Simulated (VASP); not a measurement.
Write the native input for VASP 6.6.1 that does the following.

* Task: relaxation of the atoms
* Functional: r2SCAN
* Potentials or basis: VASP PAW PBE potentials, release 64 (Cs_sv, I)
* Cutoff: 500 eV
* k mesh: 6 × 6 × 6
* Occupations: fermi-dirac, width 0.02 eV
* Spin: no spin polarisation
* Dipole correction: no
* Further INCAR settings: ALGO = Normal; EDIFF = 1e-07; IBRION = 2; EDIFFG = -0.01; NSW = 50

Crystal: CsI.

```
Cs I
1.0
     4.63955    0.00000    0.00000
     0.00000    4.63955    0.00000
     0.00000    0.00000    4.63955
Cs I
1 1
Direct
  0.00000 0.00000 0.00000
  0.50000 0.50000 0.50000
```

These files were run (other wordings do the same):

POSCAR

```
CsI
1.0
    4.6395511800      0.0000000000      0.0000000000
    0.0000000000      4.6395511800      0.0000000000
    0.0000000000      0.0000000000      4.6395511800
Cs I
1 1
Direct
    0.0000000000      0.0000000000      0.0000000000
    0.5000000000      0.5000000000      0.5000000000
```

INCAR.step1

```
PREC = Accurate ; ENCUT = 500
ISMEAR = -1 ; SIGMA = 0.02
LREAL = False ; LASPH = True
NELM = 120 ; GGA = PE
ALGO = Normal ; EDIFF = 1E-5
LWAVE = True ; LCHARG = False
GGA_COMPAT = False ; IBRION = 2
EDIFFG = -0.01 ; NELMIN = 4
NSW = 100
```

INCAR.step2

```
PREC = Accurate ; ENCUT = 500
EDIFF = 1E-7 ; ISMEAR = -1
SIGMA = 0.02 ; LREAL = False
LASPH = True ; NELM = 120
ALGO = Normal ; ISIF = 2
LWAVE = False ; LCHARG = False
METAGGA = R2SCAN ; LMIXTAU = True
IBRION = 2 ; NSW = 50
EDIFFG = -0.01 ; ISTART = 1
GGA_COMPAT = False ; NELMIN = 4
```

KPOINTS

```
regular mesh
0
Gamma
  6 6 6
```

Potentials or basis: VASP PAW PBE potentials, release 64 (Cs_sv, I).

Command:

```bash
$ cat potpaw_PBE.64/Cs_sv/POTCAR potpaw_PBE.64/I/POTCAR > POTCAR
$ cp INCAR.step1 INCAR
$ mpirun -np 1 vasp_std > vasp.out
$ cp INCAR.step2 INCAR
$ mpirun -np 1 vasp_std > vasp.out
```

It gave:

The pressure after relaxing is -0.2 GPa and the band gap on the k mesh is 4.43 eV (least direct gap 4.52 eV).

Caveat: the relaxation stopped at its first step, so nothing moved; the PAW data sets were made with another functional, which shifts forces and pressure a little; spin-orbit coupling is left out, which moves the levels of the heavy elements.

Wall time 2.1 min on 1 thread of Oxide Virtual Turin-like Processor, on a shared host, peak memory 0.19 GiB.
